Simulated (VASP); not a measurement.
Runs of VASP 6.6.1 on KBr. The structure is that of space group Pm-3m (No. 221), or close to it. The cells are those of the table. 

```tsv
task	level	potentials or basis	cell	k mesh	cutoff (eV)	smearing	gap on the mesh (eV)	pressure (GPa)	relaxed volume (Å³/atom)
single point	PBE	VASP PAW PBE potentials, release 64 (K_sv, Br)	a = 3.976 Å, 2 atoms	4 × 4 × 4	520	gaussian 0.01 eV	4.02	(a)	-
single point	r2SCAN	VASP PAW PBE potentials, release 64 (K_sv, Br)	a = 3.976 Å, 2 atoms	6 × 6 × 6	520	fermi-dirac 0.02 eV	4.77	0.0	-
single point	PBEsol	VASP PAW PBE potentials, release 64 (K_sv, Br)	a = 3.933 Å, 2 atoms	6 × 6 × 6	520	fermi-dirac 0.02 eV	3.96	0.1	-
relaxation of cell and atoms	PBEsol	VASP PAW PBE potentials, release 64 (K_sv, Br)	relaxed from a = 4.043 Å, 2 atoms	6 × 6 × 6	600	fermi-dirac 0.02 eV	3.95	0.0	30.53
relaxation of cell and atoms	LDA	VASP PAW LDA potentials, release 64 (K_sv, Br)	relaxed from a = 4.043 Å, 2 atoms	6 × 6 × 6	600	fermi-dirac 0.02 eV	4.02	0.0	(b)
```

Alike in all rows: no spin polarisation.

Problem. Estimate the missing entries.

Solution. (a) 0.9; (b) 28.20.

Caveats: the PAW data sets were made with another functional, which shifts forces and pressure a little (some runs).

A k mesh can miss the band edges, and the runs leave out spin-orbit coupling on Br.
